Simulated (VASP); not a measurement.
# Al (Fm-3m) in VASP: further runs, part 2 of 2

VASP 6.6.1. Earlier steps stand in the parts before.

**5. Relaxation of cell and atoms, PBE+D4, target pressure 20 GPa, at which the enthalpy is minimised**

The input, INCAR:

```
SYSTEM = Al
ALGO = Normal
EDIFF = 1E-6
EDIFFG = -0.03
ENCUT = 600
GGA = PE
IBRION = 2
ISIF = 3
ISMEAR = 0
IVDW = 13
LASPH = .True.
LCHARG = .False.
LREAL = .False.
LWAVE = .False.
NELM = 60
NSW = 80
PREC = Accurate
PSTRESS = 200.0
SIGMA = 0.1
```

The input, KPOINTS:

```
k-points
0
Gamma
  14 14 14
  0 0 0
```

The input, POSCAR:

```
Al
1.0
    0.0000000000      2.0248050000      2.0248050000
    2.0248050000      0.0000000000      2.0248050000
    2.0248050000      2.0248050000      0.0000000000
Al
1
Direct
    0.0000000000      0.0000000000      0.0000000000
```

Potentials or basis: VASP PAW PBE potentials, release 64 (Al).

The run is started by

```console
> cat potpaw_PBE.64/Al/POTCAR > POTCAR
> mpirun -np 1 vasp_std > vasp.out
```

OUTCAR:

```text
SYSTEM = Al
   EDIFF = 1E-6
   EDIFFG = -0.03
   ENCUT = 600
   GGA = PE
   IBRION = 2
   ISIF = 3
   ISMEAR = 0
   IVDW = 13
   LASPH = .True.
   LREAL = .False.
   NELM = 60
   NSW = 80
   PREC = Accurate
   PSTRESS = 200.0

 ion  position               nearest neighbor table
   1  0.000  0.000  0.000-

  LATTYP: Found a face centered cubic cell.
 ALAT       =     4.0496100000

  Lattice vectors:

 A1 = (   0.0000000000,   2.0248050000,   2.0248050000)
 A2 = (   2.0248050000,   0.0000000000,   2.0248050000)
 A3 = (   2.0248050000,   2.0248050000,   0.0000000000)

Analysis of symmetry for initial positions (statically):
=====================================================================
 Subroutine PRICEL returns:
 Original cell was already a primitive cell.

 Routine SETGRP: Setting up the symmetry group for a
 face centered cubic supercell.

 Subroutine GETGRP returns: Found 48 space group operations
[... 9 lines left out ...]

 Routine SETGRP: Setting up the symmetry group for a
 face centered cubic supercell.

 Subroutine GETGRP returns: Found 48 space group operations
[... 11 lines left out ...]
                                     Primitive cell

  volume of cell :      16.6027

  direct lattice vectors                    reciprocal lattice vectors
     0.000000000  2.024805000  2.024805000    -0.246937359  0.246937359  0.246937359
     2.024805000  0.000000000  2.024805000     0.246937359 -0.246937359  0.246937359
     2.024805000  2.024805000  0.000000000     0.246937359  0.246937359 -0.246937359

  length of vectors
     2.863506692  2.863506692  2.863506692     0.427708053  0.427708053  0.427708053

  position of ions in fractional coordinates (direct lattice)
     0.000000000  0.000000000  0.000000000

  ion indices of the primitive-cell ions
   primitive index   ion index
                 1           1

----------------------------------------------------------------------------------------

[... 63 lines left out ...]
   ISPIN  =      1    spin polarized calculation?
   LNONCOLLINEAR =      F non collinear calculations
   LSORBIT =      F    spin-orbit coupling
   LASPH  =      T    aspherical Exc in radial PAW
   ENCUT  =  600.0 eV  44.10 Ry    6.64 a.u.   5.72  5.72  5.72*2*pi/ulx,y,z
   NELM   =     60;   NELMIN=  2; NELMDL= -5     # of ELM steps
   EDIFF  = 0.1E-05   stopping-criterion for ELM
   LREAL  =      F    real-space projection
   EDIFFG = -.3E-01   stopping-criterion for IOM
   NSW    =     80    number of steps for IOM
   IBRION =      2    ionic relax: 0-MD 1-quasi-New 2-CG
   NFREE  =      1    steps in history (QN), initial steepest desc. (CG)
   ISIF   =      3    stress and relaxation
   ISYM   =      2    0-nonsym 1-usesym 2-fastsym
   POTIM  = 0.5000    time-step for ionic-motion
   TEBEG  =    0.0;   TEEND  =   0.0 temperature during run
   PSTRESS=  200.0 pullay stress
   NELECT =       3.0000    total number of electrons
   NUPDOWN=      -1.0000    fix difference up-down
   EMIN   =  10.00;   EMAX   =-10.00  energy-range for DOS
   EFERMI =   0.00;   METHOD = LEGACY
   ISMEAR =     0;   SIGMA  =   0.10  broadening in eV -4-tet -1-fermi 0-gaus
   EFERMI_NEDOS =   21; number of points for ismear=-14 and -15
   IALGO  =     38    algorithm
   IMIX   =      4    mixing-type and parameters
     AMIX     =   0.40;   BMIX     =  1.00
     AMIX_MAG =   1.60;   BMIX_MAG =  1.00
  volume/ion in A,a.u.               =      16.60       112.04
  Fermi-wavevector in a.u.,A,eV,Ry     =   0.925526  1.748991 11.654733  0.856599
  Thomas-Fermi vector in A             =   2.051390
   LORBIT       =      0    0 simple, 1 ext, 2 COOP (PROOUT), +10 PAW based schemes
   GGA     = PE    functional components
   LHFCALC =     F    Hartree Fock is set to
   AEXX    =    0.0000 exact exchange contribution
   IVDW    =    13    specifies the selected vdW correction
   LEPSILON=     F    determine dielectric tensor
   LRPA    =     F    only Hartree local field effects (RPA)
 conjugate gradient relaxation of ions
 non-spin polarized calculation
 Gauss-broadening in eV      SIGMA  =   0.10
  energy-cutoff  :      600.00
  volume of cell :       16.60
 maximum number of plane-waves:       568
   NGX = 11   NGY = 11   NGZ = 11

--------------------------------------- Ionic step        1  -------------------------------------------

 number of electron       3.0000000 magnetization

 Free energy of the ion-electron system (eV)
  ---------------------------------------------------
  ext. energy  EPLUGINS =         0.00000000
  ---------------------------------------------------
  free energy    TOTEN  =        -3.73909537 eV

  energy without entropy =       -3.73654983  energy(sigma->0) =       -3.73782260

 E-fermi :   7.9035     XC(G=0): -10.1747

 val. band max:        7.9014913809   @ k =  -0.3571   0.4286   0.2143
 cond. band min:       7.9490089095   @ k =   0.5000   0.2857   0.0000
 fundamental gap:      0.0475175286
 Fermi energy:         7.9034501967

 k-point     1 :       0.0000    0.0000    0.0000
  band No.  band energies     occupation
      1      -3.1567      2.00000
      2      20.5196      0.00000
      3      20.5196      0.00000
      4      20.5196      0.00000
      5      21.9640      0.00000
[... 306 lines left out ...]
--------------------------------------- Ionic step        4  -------------------------------------------

 number of electron       3.0000000 magnetization

 Free energy of the ion-electron system (eV)
  ---------------------------------------------------
  ext. energy  EPLUGINS =         0.00000000
  ---------------------------------------------------
  free energy    TOTEN  =        -3.54976571 eV

  energy without entropy =       -3.54837109  energy(sigma->0) =       -3.54906840

 E-fermi :  10.2782     XC(G=0): -10.9583

 val. band max:       10.2541124110   @ k =   0.5000   0.2857   0.0000
 cond. band min:      10.2899584033   @ k =  -0.2857   0.2857   0.0000
 fundamental gap:      0.0358459923
 Fermi energy:        10.2782370866

 k-point     1 :       0.0000    0.0000    0.0000
  band No.  band energies     occupation
      1      -2.3193      2.00000
      2      24.1110      0.00000
      3      24.1110      0.00000
      4      24.1110      0.00000
      5      27.2880      0.00000
[... 220 lines left out ...]
  energy  without entropy=       -3.9663364321  energy(sigma->0) =       -3.96703374

  enthalpy is  TOTEN    =        -2.2878052292 eV   P V=        1.6799258233

 reached required accuracy - stopping structural energy minimisation
```

OSZICAR:

```text
N       E                     dE             d eps       ncg     rms          rms(c)
DAV:   1    -0.112788424900E+01   -0.11279E+01   -0.92172E+02  1055   0.374E+02
DAV:   2    -0.373750389850E+01   -0.26096E+01   -0.24306E+01  1315   0.325E+01
DAV:   3    -0.376180820566E+01   -0.24304E-01   -0.24148E-01  1365   0.395E+00
[... 22 lines left out ...]
   3 F= -.22875988E+01 E0= -.22868936E+01  d E =-.279274E+00
       N       E                     dE             d eps       ncg     rms          rms(c)
DAV:   1    -0.354976917863E+01    0.92105E-02   -0.81123E-04  1310   0.201E-01    0.269E-02
DAV:   2    -0.354976675153E+01    0.24271E-05   -0.44212E-06  1100   0.194E-02    0.942E-03
DAV:   3    -0.354976555646E+01    0.11951E-05   -0.35503E-07   690   0.444E-03    0.237E-03
DAV:   4    -0.354976570941E+01   -0.15295E-06   -0.84920E-08   555   0.235E-03
   4 F= -.22878052E+01 E0= -.22871079E+01  d E =-.279480E+00
```

Run time: 12 s. Hardware: 1 thread of AMD EPYC 9R45 (Zen 5), shared host; peak memory 0.11 GiB.

What came out:

```yaml
Free_energy: -3.9677 eV
Relaxed_volume: 13.46 Å³/atom
Relaxed_cell: a = 2.670 Å, b = 2.670 Å, c = 2.670 Å, α = 60.00°, β = 60.00°, γ = 60.00°
Space_group_after_relaxing_to_0.05_Å: Fm-3m (No. 225)
Energy_change_on_relaxing_the_enthalpy_is_what_falls: +113.1 meV/atom
Ionic_steps: 4
Pressure_after_relaxing: 19.9 GPa
Dispersion_energy_per_atom: -0.418 eV
```

Step by step:
```
step  energy change (eV)  largest force (eV/Å)  pressure (GPa)  volume (Å³)
   1              0.0000                0.0000           -3.93        16.60
   2              0.6098                0.0000           59.92        11.33
   3              0.1057                0.0000           19.09        13.52
   4              0.1131                0.0000           19.86        13.46
```

Final structure:
```
Al
1.0
     0.00000    1.88791    1.88791
     1.88791    0.00000    1.88791
     1.88791    1.88791    0.00000
Al
1
Direct
  0.00000 0.00000 0.00000
```

Caveat: the cell is relaxed towards a set pressure, so the enthalpy falls and the energy may rise; the volume moved by over 15 % at a fixed basis, so the end points are rough; pairwise dispersion overbinds metals, which lowers pressure and volume.

**6. The runs side by side**

```csv
cell,gap on the mesh (eV),pressure (GPa)
relaxed,none,0.0
relaxed to 5 GPa,none,5.0
relaxed to 10 GPa,none,9.9
relaxed to 20 GPa,none,19.9
```

Alike in all rows: task relaxation of cell and atoms; level PBE+D4; potentials or basis VASP PAW PBE potentials, release 64 (Al); no spin polarisation; k mesh 14 × 14 × 14; cutoff (eV) 600; smearing gaussian 0.1 eV.

Caveats: pairwise dispersion overbinds metals, which lowers pressure and volume; the cell is relaxed towards a set pressure, so the enthalpy falls and the energy may rise (some runs); the volume moved by over 15 % at a fixed basis, so the end points are rough (some runs).

Total energies depend on the potentials used, so only differences within one code and one set of settings carry meaning.
